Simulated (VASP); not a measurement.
Here is a VASP 6.6.1 calculation.

File INCAR:

```
ALGO     = Normal         # electronic algorithm
EDIFF    = 1E-6           # SCF threshold, eV
EDIFFG   = -0.01          # ionic threshold
ENCUT    = 600            # plane-wave cutoff, eV
GGA      = PS             # functional
IBRION   = 2              # ionic algorithm
ISIF     = 3              # what is computed and relaxed
ISMEAR   = -1             # smearing method
LASPH    = True           # aspherical terms in the spheres
LCHARG   = False          # write CHGCAR
LREAL    = False          # projectors in reciprocal space
LWAVE    = False          # write WAVECAR
NELM     = 80             # most SCF steps
NSW      = 60             # ionic steps
PREC     = Accurate       # precision mode
SIGMA    = 0.1            # smearing width, eV
```

KPOINTS

```
k-points
0
Gamma
  6 6 6
```

POSCAR

```
Na
1.0
    3.7083210000      0.0000000000      0.0000000000
   -1.2361069613      3.4962385816      0.0000000000
   -1.2361069613     -1.7481192087      3.0278314768
Na
1
Direct
    0.0000000000      0.0000000000      0.0000000000
```

Potentials or basis: VASP PAW PBE potentials, release 64 (Na_pv).

Launch:

```bash
$ cat potpaw_PBE.64/Na_pv/POTCAR > POTCAR
$ mpirun -np 1 vasp_std > vasp.out
```

(1) What does it give for the relaxed cell?

(2) What does it give for the relaxed volume?

Results:

(1) a = 3.628 Å, b = 3.628 Å, c = 3.628 Å, α = 109.47°, β = 109.47°, γ = 109.47°.

(2) 36.76 Å³/atom.

Caveat: the PAW data sets were made with another functional, which shifts forces and pressure a little.
